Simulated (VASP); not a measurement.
**Cu: single point with r2SCAN**

Cu:

```
Cu
1.0
     2.53076    0.00000    0.00000
    -1.26538    2.19171    0.00000
     0.00000    0.00000    8.26182
Cu
4
Direct
  0.66667 0.33333 0.75000
  0.00000 0.00000 0.50000
  0.33333 0.66667 0.25000
  0.00000 0.00000 0.00000
```

```json
{
 "Program": "VASP 6.6.1",
 "Task": "single point",
 "Functional": "r2SCAN",
 "Potentials or basis": "VASP PAW PBE potentials, release 64 (Cu)",
 "Cutoff": "520 eV",
 "k mesh": "10 × 10 × 3",
 "Occupations": "methfessel-paxton, width 0.05 eV",
 "Spin": "no spin polarisation",
 "Dipole correction": "no",
 "Further INCAR settings": "ALGO = Normal; EDIFF = 1e-06; NBANDS = 30"
}
```

The pressure is 0.7 GPa and the band gap on the k mesh is zero (band 22 reaches 10.98 eV, above the bottom of band 23 at 5.92 eV).

Stress tensor (GPa, compression positive):
```
1.03 0.00 0.00
0.00 1.03 0.00
0.00 0.00 0.08
```

Levels at points of the mesh, in eV from the Fermi level:
```
           k point  band 19  band 20  band 21  band 22  band 23  band 24  band 25  band 26  band 27  band 28
(0.00, 0.00, 0.00)    -2.29    -2.14    -2.14    -1.83    -1.83    -1.16     4.11    13.23    13.23    22.20
(0.50, 0.00, 0.00)    -1.68    -1.65    -0.72     0.37     0.99     1.63     4.96     4.97     8.99     9.46
```

It took 110 s on 1 thread of Intel(R) Xeon(R) 6975P-C (Granite Rapids) (shared host), peak memory 0.17 GiB.

Caveat: the PAW data sets were made with another functional, which shifts forces and pressure a little.
